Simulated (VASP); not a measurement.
# BeBr3 (I4/mmm) in VASP: single point with PBE

Aim: the single point of BeBr3 with PBE.

Program: VASP 6.6.1. These are calculated values, not measurements. Logs are shortened: lines on timing, memory, paths and dates and some standing lists are left out, and cuts for length are marked.

### Step 1. The cell of the first run

It takes space group I4/mmm (No. 139, tetragonal). Conventional cell: a = 3.919 Å, b = 3.919 Å, c = 15.049 Å, α = 90.00°, β = 90.00°, γ = 90.00°. Within 3.7 Å of Be (site symmetry 4/mmm) lie 4 Br at 2.77 Å. Within 3.7 Å of Br (site symmetry 4/mmm) lie 4 Be at 2.77 Å. Br (site symmetry -4m2) has 4 Br at 2.77 Å within 3.7 Å.

### Step 2. Single point, PBE

INCAR reads:

```
PREC = Accurate
ENCUT = 520
EDIFF = 1E-6
ISMEAR = 0
SIGMA = 0.1
LREAL = F
LASPH = T
NELM = 60
ALGO = Normal
ISIF = 2
LWAVE = F
LCHARG = F
GGA = PE
NBANDS = 20
```

KPOINTS reads:

```
Automatic mesh
0
Gamma
  14 14 14
```

POSCAR reads:

```
BeBr3
1.0
   -1.9596559673      1.9596559673      7.5242689380
    1.9596559673     -1.9596559673      7.5242689380
    1.9596559673      1.9596559673     -7.5242689380
Be Br
1 3
Direct
    0.0000000000      0.0000000000      0.0000000000
    0.5000000000      0.5000000000      0.0000000000
    0.2500000000      0.7500000000      0.5000000000
    0.7500000000      0.2500000000      0.5000000000
```

Potentials or basis: VASP PAW PBE potentials, release 64 (Be, Br).

Run with:

```
$ cat potpaw_PBE.64/Be/POTCAR potpaw_PBE.64/Br/POTCAR > POTCAR
$ mpirun -np 1 vasp_std > vasp.out
```

OUTCAR:

```text
PREC = Accurate
   ENCUT = 520
   EDIFF = 1E-6
   ISMEAR = 0
   LREAL = F
   LASPH = T
   NELM = 60
   ISIF = 2
   GGA = PE

 ion  position               nearest neighbor table
   1  0.000  0.000  0.000-
   2  0.500  0.500  0.000-
   3  0.250  0.750  0.500-   4 2.77   4 2.77   4 2.77   4 2.77
   4  0.750  0.250  0.500-   3 2.77   3 2.77   3 2.77   3 2.77

  LATTYP: Found a body centered tetragonal cell.
 ALAT       =     3.9193119346
 C/A-ratio  =     3.8395866742

  Lattice vectors:

 A1 = (  -1.9596559673,   1.9596559673,   7.5242689380)
 A2 = (   1.9596559673,  -1.9596559673,   7.5242689380)
 A3 = (   1.9596559673,   1.9596559673,  -7.5242689380)

Analysis of symmetry for initial positions (statically):
=====================================================================
 Subroutine PRICEL returns:
 Original cell was already a primitive cell.

 Routine SETGRP: Setting up the symmetry group for a
 body centered tetragonal supercell.

 Subroutine GETGRP returns: Found 16 space group operations
 (whereof 16 operations were pure point group operations)
 out of a pool of 16 trial point group operations.

The static configuration has the point symmetry D_4h.

Analysis of symmetry for dynamics (positions and initial velocities):
=====================================================================
 Subroutine PRICEL returns:
 Original cell was already a primitive cell.

 Routine SETGRP: Setting up the symmetry group for a
 body centered tetragonal supercell.

 Subroutine GETGRP returns: Found 16 space group operations
 (whereof 16 operations were pure point group operations)
 out of a pool of 16 trial point group operations.

The dynamic configuration has the point symmetry D_4h.

 Subroutine INISYM returns: Found 16 space group operations
 (whereof 16 operations are pure point group operations),
 and found     1 'primitive' translations

----------------------------------------------------------------------------------------

                                     Primitive cell

  volume of cell :     115.5803

  direct lattice vectors                    reciprocal lattice vectors
    -1.959655967  1.959655967  7.524268938     0.000000000  0.255146826  0.066451639
[... 86 lines left out ...]
   LSORBIT =      F    spin-orbit coupling
   LASPH  =      T    aspherical Exc in radial PAW
   ENCUT  =  520.0 eV  38.22 Ry    6.18 a.u.  14.91 14.91 14.91*2*pi/ulx,y,z
   NELM   =     60;   NELMIN=  2; NELMDL= -5     # of ELM steps
   EDIFF  = 0.1E-05   stopping-criterion for ELM
   LREAL  =      F    real-space projection
   EDIFFG = 0.1E-04   stopping-criterion for IOM
   NSW    =      0    number of steps for IOM
   IBRION =     -1    ionic relax: 0-MD 1-quasi-New 2-CG
   NFREE  =      0    steps in history (QN), initial steepest desc. (CG)
   ISIF   =      2    stress and relaxation
   ISYM   =      2    0-nonsym 1-usesym 2-fastsym
   POTIM  = 0.5000    time-step for ionic-motion
   TEBEG  =    0.0;   TEEND  =   0.0 temperature during run
   PSTRESS=    0.0 pullay stress
   NELECT =      23.0000    total number of electrons
   NUPDOWN=      -1.0000    fix difference up-down
   EMIN   =  10.00;   EMAX   =-10.00  energy-range for DOS
   EFERMI =   0.00;   METHOD = LEGACY
   ISMEAR =     0;   SIGMA  =   0.10  broadening in eV -4-tet -1-fermi 0-gaus
   EFERMI_NEDOS =   21; number of points for ismear=-14 and -15
   IALGO  =     38    algorithm
   IMIX   =      4    mixing-type and parameters
     AMIX     =   0.40;   BMIX     =  1.00
     AMIX_MAG =   1.60;   BMIX_MAG =  1.00
  volume/ion in A,a.u.               =      28.90       194.99
  Fermi-wavevector in a.u.,A,eV,Ry     =   0.955776  1.806155 12.429028  0.913508
  Thomas-Fermi vector in A             =   2.084644
   LORBIT       =      0    0 simple, 1 ext, 2 COOP (PROOUT), +10 PAW based schemes
   GGA     = PE    functional components
   LHFCALC =     F    Hartree Fock is set to
   AEXX    =    0.0000 exact exchange contribution
   IVDW    =     0    specifies the selected vdW correction
   LEPSILON=     F    determine dielectric tensor
   LRPA    =     F    only Hartree local field effects (RPA)
 non-spin polarized calculation
 Gauss-broadening in eV      SIGMA  =   0.10
  energy-cutoff  :      520.00
  volume of cell :      115.58
 maximum number of plane-waves:      3144
   NGX = 29   NGY = 29   NGZ = 29

 number of electron      22.9999996 magnetization

 Free energy of the ion-electron system (eV)
  ---------------------------------------------------
  ext. energy  EPLUGINS =         0.00000000
  ---------------------------------------------------
  free energy    TOTEN  =        -7.02059385 eV

  energy without entropy =       -7.01329797  energy(sigma->0) =       -7.01694591

 E-fermi :   1.8322     XC(G=0):  -8.0528

 val. band max:        1.8292269611   @ k =  -0.3571   0.5000   0.2857
 cond. band min:       1.8368716062   @ k =  -0.4286   0.4286   0.3571
 fundamental gap:      0.0076446451
 Fermi energy:         1.8321915709

 k-point     1 :       0.0000    0.0000    0.0000
  band No.  band energies     occupation
      1     -15.1888      2.00000
      2     -14.1256      2.00000
      3     -11.5740      2.00000
      4      -3.2787      2.00000
      5      -3.2787      2.00000
      6      -3.1734      2.00000
[... 541 lines left out ...]
     19       9.3643      0.00000
     20       9.5039      0.00000

 [... further k-points ...]

------------------------ aborting loop because EDIFF is reached ----------------------------------------

  FORCE on cell =-STRESS in cart. coord.  units (eV):
  Direction    XX          YY          ZZ          XY          YZ          ZX
  --------------------------------------------------------------------------------------
  -------------------------------------------------------------------------------------
  Total        0.0051528      0.0051528      0.0026236      0.0000000      0.0000000      0.0000000
  in kB        0.0714287      0.0714287      0.0363681      0.0000000      0.0000000      0.0000000
  external PRESSURE =       0.0597418 kB  Pullay stress =       0.0000000 kB

 VOLUME and BASIS-vectors are now :
 -----------------------------------------------------------------------------
  energy-cutoff  :      520.00
  volume of cell :      115.58
      direct lattice vectors                 reciprocal lattice vectors
    -1.959655967  1.959655967  7.524268938     0.000000000  0.255146826  0.066451639
     1.959655967 -1.959655967  7.524268938     0.255146826  0.000000000  0.066451639
     1.959655967  1.959655967 -7.524268938     0.255146826  0.255146826  0.000000000

 POSITION                                       TOTAL-FORCE (eV/Angst)
 -----------------------------------------------------------------------------------
      0.00000      0.00000      0.00000         0.000000      0.000000      0.000000
      0.00000      0.00000      7.52427         0.000000      0.000000      0.000000
      1.95966     -0.00000      3.76213        -0.000000     -0.000000     -0.000000
     -0.00000      1.95966      3.76213         0.000000      0.000000      0.000000
 -----------------------------------------------------------------------------------
    total drift:                               -0.000000     -0.000000      0.000000

  FREE ENERGIE OF THE ION-ELECTRON SYSTEM (eV)
  ---------------------------------------------------
  free  energy   TOTEN  =        -7.0205938534 eV

  energy  without entropy=       -7.0132979719  energy(sigma->0) =       -7.01694591
```

stdout:

```text
POSCAR found type information on POSCAR BeBr
 POSCAR found :  2 types and       4 ions
 scaLAPACK will be used
 LDA part: xc-table for (Slater+PW92), standard interpolation
 POSCAR, INCAR and KPOINTS ok, starting setup
 FFT: planning ... GRIDC
 FFT: planning ... GRID_SOFT
 FFT: planning ... GRID
 WAVECAR not read
 entering main loop
```

It took 26 min on 1 thread of Oxide Virtual Turin-like, shared host; peak memory 0.79 GiB.

What came out:

* Free energy: -7.0206 eV
* Pressure: 0.0 GPa

Caveat: an odd number of electrons without spin polarisation forces a metal; a magnetic or distorted state may lie lower.
